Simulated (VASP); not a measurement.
Write the native input for VASP 6.6.1 that does the following.

| Quantity | Value |
| --- | --- |
| Task | single point |
| Functional | HSE06 |
| Potentials or basis | VASP PAW PBE potentials, release 64 (Zr_sv, C) |
| Cutoff | 520 eV |
| k mesh | 5 × 5 × 5 |
| Occupations | fermi-dirac, width 0.05 eV |
| Spin | no spin polarisation |
| Dipole correction | no |
| Grid for exact exchange (PRECFOCK) | Normal |
| Further INCAR settings | ALGO = Normal; EDIFF = 1e-06; NBANDS = 15 |
| Share of exact exchange | 0.25 |
| Screening parameter | 0.2079 1/Å |

The system is ZrC.

```
CELL_PARAMETERS angstrom
0.00000 2.53799 2.53799
2.53799 0.00000 2.53799
2.53799 2.53799 0.00000
ATOMIC_POSITIONS crystal
Zr 0.50000 0.50000 0.50000
C 0.75000 0.75000 0.75000
```

These files were run (other wordings do the same):

POSCAR

```
ZrC
1.0
    0.0000000000      2.5379895205      2.5379895205
    2.5379895205      0.0000000000      2.5379895205
    2.5379895205      2.5379895205      0.0000000000
Zr C
1 1
Direct
    0.5000000000      0.5000000000      0.5000000000
    0.7500000000      0.7500000000      0.7500000000
```

INCAR.step1

```
PREC = Accurate ; ENCUT = 520
EDIFF = 1E-5 ; ISMEAR = -1
SIGMA = 0.05 ; LREAL = False
LASPH = True ; NELM = 100
ALGO = Normal ; ISIF = 2
LWAVE = True ; LCHARG = False
GGA = PE ; NBANDS = 15
```

INCAR.step2

```
PREC = Accurate ; ENCUT = 520
EDIFF = 1E-6 ; ISMEAR = -1
SIGMA = 0.05 ; LREAL = False
LASPH = True ; NELM = 100
ALGO = Normal ; ISIF = 2
LWAVE = False ; LCHARG = False
GGA = PE ; LHFCALC = True
HFSCREEN = 0.2079 ; PRECFOCK = Normal
ISTART = 1 ; NBANDS = 15
```

KPOINTS

```
regular mesh
0
Gamma
  5 5 5
```

Potentials or basis: VASP PAW PBE potentials, release 64 (Zr_sv, C).

Launch:

```bash
$ cat potpaw_PBE.64/Zr_sv/POTCAR potpaw_PBE.64/C/POTCAR > POTCAR
$ cp INCAR.step1 INCAR
$ mpirun -np 1 vasp_std > vasp.out
$ cp INCAR.step2 INCAR
$ mpirun -np 1 vasp_std > vasp.out
```

It gave:

The pressure is 0.1 GPa. The band gap on the k mesh is 1.46 eV.

Caveat: the k points lie up to 0.43 Å⁻¹ apart; the PAW data sets were made with another functional, which shifts forces and pressure a little; an odd mesh through Γ misses points on the zone boundary, where band edges can lie.

It took 11 min on 1 thread of Intel(R) Xeon(R) Platinum 8259CL CPU @ 2.50GHz (Skylake/Cascade Lake), on a shared host, peak memory 0.27 GiB.
